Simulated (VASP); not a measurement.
**Be: single point with r2SCAN**

Crystal: Be.

```xyz
2
Lattice="0.0000 2.4660 2.4660 2.4660 0.0000 2.4660 2.4660 2.4660 0.0000" Properties=species:S:1:pos:R:3 pbc="T T T"
Be    0.6165    0.6165    0.6165
Be    4.3155    4.3155    4.3155
```

```
Program                : VASP 6.6.1
Task                   : single point
Functional             : r2SCAN
Potentials or basis    : VASP PAW PBE potentials, release 64 (Be)
Cutoff                 : 520 eV
k mesh                 : 11 × 11 × 11
Occupations            : fermi-dirac, width 0.1 eV
Spin                   : non-collinear spin, zero start, spin-orbit coupling
Starting moments       : [[0.0, 0.0, 0.0], [0.0, 0.0, 0.0]] μB
Dipole correction      : no
Further INCAR settings : ALGO = Normal; EDIFF = 1e-06; NBANDS = 16
```

```yaml
Pressure: -0.1 GPa
Net_moment: 0.00 μB per cell
Valence_electrons_inside_the_program's_atomic_spheres: Be 0.93
```

Moments on the atoms (μB; x, y, z):
```
Be  0.00 0.00 0.00
Be  0.00 0.00 0.00
```

Run time: 5.5 min on 1 thread of Intel(R) Xeon(R) 6975P-C (Granite Rapids), on a shared host, peak memory 0.29 GiB.

Caveat: the PAW data sets were made with another functional, which shifts forces and pressure a little.
